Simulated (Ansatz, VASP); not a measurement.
Two plane-wave programs on ZnBi3

```xyz
4
Lattice="-2.5227 2.5227 4.5629 2.5227 -2.5227 4.5629 2.5227 2.5227 -4.5629" Properties=species:S:1:pos:R:3 pbc="T T T"
Bi    0.0000    0.0000    4.5629
Bi    2.5227    0.0000    2.2815
Bi    0.0000    2.5227    2.2815
Zn    0.0000    0.0000    0.0000
```

Alike in both runs: task single point; functional PBE; k mesh 8 × 8 × 8; occupations fermi-dirac, width 0.05 eV; no spin polarisation.

|  | VASP | Ansatz |
| --- | --- | --- |
| version | VASP 6.6.1 | Ansatz 0.2.0 |
| potentials or method | VASP PAW PBE potentials, release 64 (Bi_d, Zn) | Ansatz PAW |
| plane-wave cutoff (eV) | 520 | 420 |
| valence electrons in the cell | 57 | 57 |

Ansatz gave:

```
gap on the k mesh at the Fermi level (eV)                     : none
pressure (GPa)                                                : 0.1
traceless stress, the component that is largest in VASP (GPa) : 0.42
```

Q: Estimate VASP's values.

A: gap on the k mesh at the Fermi level (eV): none; pressure (GPa): 0.1; traceless stress, the component that is largest in VASP (GPa): 0.43.

A gap of «none» marks a metal or a gap that the smearing closes.

Neither program's run includes spin-orbit coupling.
